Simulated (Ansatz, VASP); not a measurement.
# Ta2Bi2O: VASP beside Ansatz

```xyz
5
Lattice="4.3847 0.0000 0.0000 -2.1924 3.7973 0.0000 0.0000 0.0000 6.4650" Properties=species:S:1:pos:R:3 pbc="T T T"
Ta    0.0000    2.5315    1.8552
Ta    0.0000    2.5315    4.6098
Bi    2.1924    1.2658    0.0000
Bi    0.0000    0.0000    3.2325
O     2.1924    1.2658    3.2325
```

Alike in both runs: functional PBE; k mesh 6 × 6 × 2; occupations gaussian, width 0.1 eV; no spin polarisation.

Ansatz relaxed the structure, and its values are those at the end. VASP's run is a single point on that final structure, the one shown.

```csv
,VASP,Ansatz
version,VASP 6.6.1,Ansatz 0.2.0
potentials or method,"VASP PAW PBE potentials, release 64 (Ta_pv, Bi_d, O), cutoff 520 eV","scalar-relativistic, plane waves, PAW"
valence electrons in the cell,58,62
```

|  | VASP | Ansatz | Ansatz less VASP |
| --- | --- | --- | --- |
| gap on the k mesh at the Fermi level (eV) | none | none | - |
| pressure (GPa) | -0.1 | -0.1 | +0.01 |
| rms of the force components (eV/Å) | 0.006 | 0.006 | -0.0002 |

A gap of «none» marks a metal or a gap that the smearing closes. The functional is the same, so the differences come from potentials, cutoffs and numerics. VASP's potentials hold 58 valence electrons a cell and Ansatz's 62, so a difference there can come from the potentials and not from the codes.

The k mesh is coarse, so the values compare programs but aren't converged. Spin-orbit coupling is off throughout.
